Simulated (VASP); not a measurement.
Wanted: the native input for a VASP 6.6.1 run.

| Property | Result |
| --- | --- |
| Task | single point |
| Functional | PBE |
| Potentials or basis | VASP PAW PBE potentials, release 64 (Ti_sv, In_d) |
| Cutoff | 520 eV |
| k mesh | 6 × 6 × 4 |
| Occupations | gaussian, width 0.1 eV |
| Spin | collinear spin, ferromagnetic start |
| Starting moments | [1.0, 0.0, 0.0, 0.0, 0.0] μB |
| Dipole correction | no |
| Further INCAR settings | ALGO = Fast; EDIFF = 1e-06; NBANDS = 44 |

The structure of TiIn4 lies in POSCAR:

```
TiIn4
1.0
    4.8712655761      0.0000000000      0.0000000000
   -2.4356327881      4.2186397375      0.0000000000
    0.0000000000      0.0000000000      6.3665766554
Ti In
1 4
Direct
    0.0000000000      0.0000000000      0.0000000000
    0.3333333333      0.6666666667      0.2516190992
    0.6666666667      0.3333333333      0.2516190992
    0.6666666667      0.3333333333      0.7483809008
    0.3333333333      0.6666666667      0.7483809008
```

One way to write it, as run:

INCAR

```
SYSTEM = TiIn4
PREC = Accurate
ENCUT = 520
EDIFF = 1E-6
ISMEAR = 0
SIGMA = 0.1
LREAL = .False.
LASPH = .True.
NELM = 150
ALGO = Fast
ISIF = 2
LWAVE = .False.
LCHARG = .False.
ISPIN = 2
MAGMOM = 1 0 0 0 0
LORBIT = 11
LMAXMIX = 4
GGA = PE
NBANDS = 44
```

KPOINTS

```
regular mesh
0
Gamma
  6 6 4
  0 0 0
```

Potentials or basis: VASP PAW PBE potentials, release 64 (Ti_sv, In_d).

Command:

```sh
$ cat potpaw_PBE.64/Ti_sv/POTCAR potpaw_PBE.64/In_d/POTCAR > POTCAR
$ mpirun -np 1 vasp_std > vasp.out
```

Results of the run:

```
Pressure                                              : 0.5 GPa
Net moment                                            : 1.28 μB per cell
Site moments                                          : Ti +1.01; In -0.01 μB
Valence electrons inside the program's atomic spheres : Ti 10.08; In 11.47
```

Run time: 9 min on 1 thread of Intel(R) Xeon(R) Platinum 8375C CPU @ 2.90GHz (Ice Lake), with other jobs on the host, peak memory 0.39 GiB.
